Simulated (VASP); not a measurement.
Write the native input for VASP 6.6.1 that does the following.

* Task: single point
* Functional: LDA
* Potentials or basis: VASP PAW LDA potentials, release 64 (Ca_sv, O)
* Cutoff: 520 eV
* k mesh: 9 × 9 × 6
* Occupations: gaussian, width 0.05 eV
* Spin: no spin polarisation
* Dipole correction: no
* Further INCAR settings: ALGO = Normal; EDIFF = 1e-06; NBANDS = 24

The structure of CaO lies in POSCAR:

```
CaO
1.0
    4.3002255990      0.0000000000      0.0000000000
   -2.1501127995      3.7241046108      0.0000000000
    0.0000000000      0.0000000000      4.1234501215
Ca O
2 2
Direct
    0.3333333333      0.6666666667      0.7500000000
    0.6666666667      0.3333333333      0.2500000000
    0.3333333333      0.6666666667      0.2500000000
    0.6666666667      0.3333333333      0.7500000000
```

This cell differs from its parent crystal: ratio of the length along z to the lengths across it x 0.8, volume and fractional coordinates fixed.

One way to write it, as run:

INCAR

```
SYSTEM = CaO
PREC = Accurate
ENCUT = 520
EDIFF = 1E-6
ISMEAR = 0
SIGMA = 0.05
LREAL = .False.
LASPH = .True.
NELM = 80
ALGO = Normal
ISIF = 2
LWAVE = .False.
LCHARG = .False.
GGA = CA
NBANDS = 24
```

KPOINTS

```
regular mesh
0
Gamma
  9 9 6
  0 0 0
```

Potentials or basis: VASP PAW LDA potentials, release 64 (Ca_sv, O).

Run with:

```sh
$ cat potpaw_LDA.64/Ca_sv/POTCAR potpaw_LDA.64/O/POTCAR > POTCAR
$ mpirun -np 1 vasp_std > vasp.out
```

Results of the run:

```json
{"Pressure": "8.8 GPa", "Band gap on the k mesh": "1.57 eV"}
```

Caveat: the cell stands under pressure; an odd mesh through Γ misses points on the zone boundary, where band edges can lie.

Wall time 77 s on 1 thread of AMD EPYC 7R43 64-Core Processor (Zen 3), on a shared host, peak memory 0.16 GiB.
